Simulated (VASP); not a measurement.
Mg2ZnO3:

```
Mg Zn O
1.0
     3.01523   -0.02505   -0.00165
    -1.52931    2.64094    0.01100
    -0.00403    0.02865    7.33771
Mg Zn O
2 1 3
Direct
  0.28501 0.69610 0.66335
  0.68922 0.37398 0.33296
  0.94536 0.94854 0.04702
  0.30459 0.68582 0.18439
  0.60744 0.36910 0.80636
  0.98015 0.01015 0.50076
```

* Program: VASP 6.6.1
* Task: relaxation of cell and atoms
* Functional: PBEsol
* Potentials or basis: VASP PAW PBE potentials, release 64 (Mg, Zn, O)
* Cutoff: 600 eV
* k mesh: 6 × 6 × 2
* Occupations: fermi-dirac, width 0.05 eV
* Spin: no spin polarisation

At the start: pressure 3.4 GPa; volume 9.69 Å³/atom.

Q: Where does the relaxation end?

A: Over 22 steps the energy falls by 213.9 meV/atom and the volume is 9.46 Å³/atom (-2.4 %); space group P-3m1 (No. 164, to 0.05 Å).

Step by step:
```
step  energy change (eV)  largest force (eV/Å)  pressure (GPa)  volume (Å³)
   1              0.0000                4.8231            3.36        58.15
   2             -0.9626                1.4775           -6.13        59.85
   3             -0.9788                1.1324           -5.67        59.66
   4             -1.1638                0.8977            0.77        56.95
   5             -1.1733                0.8380            3.00        56.22
   6             -1.2350                0.3614            0.48        56.85
   7             -1.2352                0.3680            0.34        56.90
   8             -1.2514                0.2255           -0.71        57.18
   9             -1.2563                0.2364           -1.58        57.44
  10             -1.2673                0.2196            0.06        56.81
  11             -1.2684                0.2140            0.90        56.53
  12             -1.2756                0.1429            0.33        56.66
  13             -1.2774                0.1773           -0.03        56.77
  14             -1.2811                0.0821           -0.20        56.83
  15             -1.2811                0.0786           -0.24        56.83
  16             -1.2823                0.0456            0.24        56.68
  17             -1.2824                0.0565            0.38        56.63
  18             -1.2830                0.0312           -0.19        56.81
  19             -1.2830                0.0298           -0.10        56.80
  20             -1.2832                0.0197           -0.04        56.77
  21             -1.2832                0.0233           -0.02        56.77
  22             -1.2833                0.0093            0.04        56.74
```

Final structure:
```xyz
6
Lattice="2.9948 0.0005 0.0007 -1.4975 2.5938 -0.0009 -0.0009 0.0014 7.3032" Properties=species:S:1:pos:R:3 pbc="T T T"
Mg   -0.1158    1.7655    4.9062
Mg    1.3826    0.9009    2.4812
Zn    2.8806    0.0394    0.0432
O    -0.1146    1.7662    1.2984
O     1.3803    0.9030    6.0899
O     2.8797    0.0355    3.6944
```

Caveat: the k points lie up to 0.43 Å⁻¹ apart in the final cell; the PAW data sets were made with another functional, which shifts forces and pressure a little.
